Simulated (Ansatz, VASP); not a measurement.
**KI in VASP and in Ansatz**

```
CELL_PARAMETERS angstrom
3.50248 3.50248 0.00000
-3.50248 3.50248 0.00000
0.00000 3.50248 3.50248
ATOMIC_POSITIONS crystal
K 0.00000 0.00000 0.00000
I 0.50000 0.50000 0.00000
```

Alike in both runs: functional PBEsol; k mesh 10 × 10 × 10; occupations fermi-dirac, width 0.1 eV; no spin polarisation.

Ansatz relaxed the structure, and its values are those at the end. VASP's run is a single point on that final structure, the one shown.

|  | VASP | Ansatz |
| --- | --- | --- |
| version | VASP 6.6.1 | Ansatz 0.2.0 |
| potentials or method | VASP PAW PBE potentials, release 64 (K_sv, I) | PAW with Ansatz's default frozen-core files, scalar-relativistic |
| plane-wave cutoff (eV) | 520 | 420 |
| valence electrons in the cell | 16 | 26 |

```csv
,VASP,Ansatz,Ansatz less VASP
pressure (GPa),0.0,0.0,-0.04
```

VASP's potentials were made for PBE, not for PBEsol. VASP's potentials hold 16 valence electrons a cell and Ansatz's 26, so a difference there can come from the potentials and not from the codes.

Neither program's run includes spin-orbit coupling.
